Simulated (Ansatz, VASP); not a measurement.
SrTlBr3: VASP beside Ansatz

```
CELL_PARAMETERS angstrom
5.93292 0.00000 0.00000
0.00000 5.93292 0.00000
0.00000 0.00000 5.89885
ATOMIC_POSITIONS crystal
Tl 0.00000 0.00000 0.00000
Sr 0.50000 0.50000 0.50000
Br 0.50000 0.50000 0.00000
Br 0.50000 0.00000 0.50000
Br 0.00000 0.50000 0.50000
```

Change from the starting cell: epitaxial_xy strain +0.5%.

Alike in both runs: task single point; functional r2SCAN; k mesh 4 × 4 × 4; no spin polarisation.

|  | VASP | Ansatz |
| --- | --- | --- |
| version | VASP 6.6.1 | Ansatz 0.2.0 |
| potentials or method | VASP PAW PBE potentials, release 64 (Tl_d, Sr_sv, Br) | plane waves, PAW |
| plane-wave cutoff (eV) | 520 | 500 |
| occupations | gaussian, width 0.01 eV | fixed |
| valence electrons in the cell | 44 | 44 |

|  | VASP | Ansatz | Ansatz less VASP |
| --- | --- | --- | --- |
| gap on the k mesh at the Fermi level (eV) | 3.60 | 3.60 | +0.002 |
| pressure (GPa) | -0.1 | -0.2 | -0.03 |
| traceless stress, the component that is largest in VASP (GPa) | 0.16 | 0.16 | -0.002 |

VASP's potentials were made for PBE, not for r2SCAN.

Spin-orbit coupling is off throughout.
